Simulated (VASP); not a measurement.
# TiZn3 (Pm-3m) in VASP: notebook

Runs on TiZn3. Level: LDA. Tasks: single point.

Program: VASP 6.6.1. These are calculated values, not measurements. Logs are shortened: lines on timing, memory, paths and dates and some standing lists are left out, and cuts for length are marked.

**1. The cell of the first run**

Symmetry: Pm-3m, No. 221, cubic system. Conventional cell: a = 3.932 Å, b = 3.932 Å, c = 3.932 Å, α = 90.00°, β = 90.00°, γ = 90.00°. Ti (site symmetry m-3m) has 12 Zn at 2.78 Å within 3.7 Å. Zn (site symmetry 4/mmm) has 4 Ti at 2.78 Å and 8 Zn at 2.78 Å within 3.7 Å.

**2. Single point, LDA**

Contents of INCAR:

```
SYSTEM = TiZn3
PREC = Accurate ; ENCUT = 520
EDIFF = 1E-6 ; ISMEAR = 1
SIGMA = 0.02 ; LREAL = .FALSE.
LASPH = .TRUE. ; NELM = 80
ALGO = Normal ; ISIF = 2
LWAVE = .FALSE. ; LCHARG = .FALSE.
NBANDS = 32
```

Contents of KPOINTS:

```
Automatic mesh
0
G
  7 7 7
  0 0 0
```

Contents of POSCAR:

```
TiZn3
1.0
    3.9322000000      0.0000000000      0.0000000000
    0.0000000000      3.9322000000      0.0000000000
    0.0000000000      0.0000000000      3.9322000000
Ti Zn
1 3
Direct
    0.0000000000      0.0000000000      0.0000000000
    0.0000000000      0.5000000000      0.5000000000
    0.5000000000      0.0000000000      0.5000000000
    0.5000000000      0.5000000000      0.0000000000
```

Potentials or basis: VASP PAW LDA potentials, release 64 (Ti_sv, Zn).

The run is started by

```
$ cat potpaw_LDA.64/Ti_sv/POTCAR potpaw_LDA.64/Zn/POTCAR > POTCAR
$ mpirun -np 1 vasp_std > vasp.out
```

OUTCAR:

```text
SYSTEM = TiZn3
   PREC = Accurate
   ENCUT = 520
   EDIFF = 1E-6
   ISMEAR = 1
   LREAL = .FALSE.
   LASPH = .TRUE.
   NELM = 80
   ISIF = 2

 ion  position               nearest neighbor table
   1  0.000  0.000  0.000-   2 2.78   3 2.78   4 2.78   2 2.78   3 2.78   2 2.78   4 2.78   2 2.78
                             3 2.78   4 2.78   3 2.78   4 2.78
   2  0.000  0.500  0.500-   1 2.78   3 2.78   4 2.78   1 2.78   4 2.78   1 2.78   3 2.78   1 2.78
                             3 2.78   4 2.78   4 2.78   3 2.78
   3  0.500  0.000  0.500-   1 2.78   2 2.78   4 2.78   1 2.78   4 2.78   2 2.78   4 2.78   4 2.78
                             1 2.78   2 2.78   1 2.78   2 2.78
   4  0.500  0.500  0.000-   1 2.78   2 2.78   3 2.78   2 2.78   3 2.78   1 2.78   3 2.78   3 2.78
                             1 2.78   2 2.78   2 2.78   1 2.78

  LATTYP: Found a simple cubic cell.
 ALAT       =     3.9322000000

  Lattice vectors:

 A1 = (   3.9322000000,   0.0000000000,   0.0000000000)
 A2 = (   0.0000000000,   3.9322000000,   0.0000000000)
 A3 = (   0.0000000000,   0.0000000000,   3.9322000000)

Analysis of symmetry for initial positions (statically):
=====================================================================
 Subroutine PRICEL returns:
 Original cell was already a primitive cell.

 Routine SETGRP: Setting up the symmetry group for a
 simple cubic supercell.

 Subroutine GETGRP returns: Found 48 space group operations
 (whereof 48 operations were pure point group operations)
 out of a pool of 48 trial point group operations.

The static configuration has the point symmetry O_h .

Analysis of symmetry for dynamics (positions and initial velocities):
=====================================================================
 Subroutine PRICEL returns:
 Original cell was already a primitive cell.

 Routine SETGRP: Setting up the symmetry group for a
 simple cubic supercell.

 Subroutine GETGRP returns: Found 48 space group operations
 (whereof 48 operations were pure point group operations)
 out of a pool of 48 trial point group operations.

The dynamic configuration has the point symmetry O_h .

 Subroutine INISYM returns: Found 48 space group operations
 (whereof 48 operations are pure point group operations),
 and found     1 'primitive' translations

----------------------------------------------------------------------------------------

                                     Primitive cell

  volume of cell :      60.8005
[... 88 lines left out ...]
   EDIFF  = 0.1E-05   stopping-criterion for ELM
   LREAL  =      F    real-space projection
   EDIFFG = 0.1E-04   stopping-criterion for IOM
   NSW    =      0    number of steps for IOM
   IBRION =     -1    ionic relax: 0-MD 1-quasi-New 2-CG
   NFREE  =      0    steps in history (QN), initial steepest desc. (CG)
   ISIF   =      2    stress and relaxation
   ISYM   =      2    0-nonsym 1-usesym 2-fastsym
   POTIM  = 0.5000    time-step for ionic-motion
   TEBEG  =    0.0;   TEEND  =   0.0 temperature during run
   PSTRESS=    0.0 pullay stress
   NELECT =      48.0000    total number of electrons
   NUPDOWN=      -1.0000    fix difference up-down
   EMIN   =  10.00;   EMAX   =-10.00  energy-range for DOS
   EFERMI =   0.00;   METHOD = LEGACY
   ISMEAR =     1;   SIGMA  =   0.02  broadening in eV -4-tet -1-fermi 0-gaus
   EFERMI_NEDOS =   21; number of points for ismear=-14 and -15
   IALGO  =     38    algorithm
   IMIX   =      4    mixing-type and parameters
     AMIX     =   0.40;   BMIX     =  1.00
     AMIX_MAG =   1.60;   BMIX_MAG =  1.00
  volume/ion in A,a.u.               =      15.20       102.58
  Fermi-wavevector in a.u.,A,eV,Ry     =   1.513049  2.859248 31.148050  2.289317
  Thomas-Fermi vector in A             =   2.622892
   LORBIT       =      0    0 simple, 1 ext, 2 COOP (PROOUT), +10 PAW based schemes
   GGA     = CA    functional components
   LHFCALC =     F    Hartree Fock is set to
   AEXX    =    0.0000 exact exchange contribution
   IVDW    =     0    specifies the selected vdW correction
   LEPSILON=     F    determine dielectric tensor
   LRPA    =     F    only Hartree local field effects (RPA)
 non-spin polarized calculation
 Methfessel and Paxton  Order N= 1 SIGMA  =   0.02
  energy-cutoff  :      520.00
  volume of cell :       60.80
 maximum number of plane-waves:      1659
 NGX is ok and might be reduce to    30
   NGX = 15   NGY = 15   NGZ = 15

 number of electron      47.9999979 magnetization

 Free energy of the ion-electron system (eV)
  ---------------------------------------------------
  ext. energy  EPLUGINS =         0.00000000
  ---------------------------------------------------
  free energy    TOTEN  =       -14.91039842 eV

  energy without entropy =      -14.91023183  energy(sigma->0) =      -14.91034289

 E-fermi :   4.1071     XC(G=0): -12.0501

 val. band max:        4.0847724714   @ k =   0.4286   0.2857   0.0000
 cond. band min:       4.1122499566   @ k =   0.2857   0.1429   0.1429
 fundamental gap:      0.0274774853
 Fermi energy:         4.1071059547

 k-point     1 :       0.0000    0.0000    0.0000
  band No.  band energies     occupation
      1     -51.9820      2.00000
      2     -28.6283      2.00000
      3     -28.6283      2.00000
      4     -28.6283      2.00000
      5      -5.0853      2.00000
      6      -3.6031      2.00000
[... 689 lines left out ...]
     31       7.9425      0.00000
     32       8.7526      0.00000

------------------------ aborting loop because EDIFF is reached ----------------------------------------

  FORCE on cell =-STRESS in cart. coord.  units (eV):
  Direction    XX          YY          ZZ          XY          YZ          ZX
  --------------------------------------------------------------------------------------
  -------------------------------------------------------------------------------------
  Total       -3.5603013     -3.5603013     -3.5603013     -0.0000000     -0.0000000      0.0000000
  in kB      -93.8189449    -93.8189449    -93.8189449     -0.0000000     -0.0000000      0.0000000
  external PRESSURE =     -93.8189449 kB  Pullay stress =       0.0000000 kB

 VOLUME and BASIS-vectors are now :
 -----------------------------------------------------------------------------
  energy-cutoff  :      520.00
  volume of cell :       60.80
      direct lattice vectors                 reciprocal lattice vectors
     3.932200000  0.000000000  0.000000000     0.254310564  0.000000000  0.000000000
     0.000000000  3.932200000  0.000000000     0.000000000  0.254310564  0.000000000
     0.000000000  0.000000000  3.932200000     0.000000000  0.000000000  0.254310564

 POSITION                                       TOTAL-FORCE (eV/Angst)
 -----------------------------------------------------------------------------------
      0.00000      0.00000      0.00000         0.000000      0.000000      0.000000
      0.00000      1.96610      1.96610         0.000000      0.000000      0.000000
      1.96610      0.00000      1.96610         0.000000      0.000000      0.000000
      1.96610      1.96610      0.00000         0.000000      0.000000      0.000000
 -----------------------------------------------------------------------------------
    total drift:                                0.000000      0.000000     -0.000000

  FREE ENERGIE OF THE ION-ELECTRON SYSTEM (eV)
  ---------------------------------------------------
  free  energy   TOTEN  =       -14.9103984202 eV

  energy  without entropy=      -14.9102318282  energy(sigma->0) =      -14.91034289
```

It took 54 s on 1 thread of Intel Xeon 8259CL, shared host; peak memory 0.17 GiB.

Results:

```yaml
Free_energy: -14.9104 eV
Pressure: -9.4 GPa
Band_gap_on_the_k_mesh: zero (band 24 reaches 4.68 eV, above the bottom of band 25 at 2.94 eV)
```

**3. Single point, LDA**

Contents of INCAR:

```
SYSTEM = TiZn3
ALGO     = Normal         ! electronic algorithm
EDIFF    = 1E-6           ! SCF threshold, eV
ENCUT    = 520            ! plane-wave cutoff, eV
GGA      = CA             ! functional
ISIF     = 2              ! what is computed and relaxed
ISMEAR   = 1              ! smearing method
LASPH    = .True.         ! aspherical terms in the spheres
LCHARG   = .False.        ! write CHGCAR
LREAL    = .False.        ! projectors in reciprocal space
LWAVE    = .False.        ! write WAVECAR
NBANDS   = 32             ! bands
NELM     = 80             ! most SCF steps
PREC     = Accurate       ! precision mode
SIGMA    = 0.02           ! smearing width, eV
```

Contents of KPOINTS:

```
k-points
0
Gamma
  7 7 7
  0 0 0
```

POSCAR is that of step 2.

Potentials or basis: VASP PAW LDA potentials, release 64 (Ti_sv, Zn).

The run is started by

```
$ cat potpaw_LDA.64/Ti_sv/POTCAR potpaw_LDA.64/Zn/POTCAR > POTCAR
$ mpirun -np 1 vasp_std > vasp.out
```

It took 53 s on 1 thread of Intel Xeon 8259CL, shared host; peak memory 0.17 GiB.

Results (log left out):

| Quantity | Value |
| --- | --- |
| Free energy | -14.9104 eV |
| Pressure | -9.4 GPa |
| Band gap on the k mesh | zero (band 24 reaches 4.68 eV, above the bottom of band 25 at 2.94 eV) |

Levels at points of the mesh, in eV from the Fermi level:
```tsv
k point	band 20	band 21	band 22	band 23	band 24	band 25	band 26	band 27	band 28	band 29
(0.00, 0.00, 0.00)	-6.38	-0.78	-0.78	0.25	0.25	0.25	1.47	1.47	1.47	5.21
```
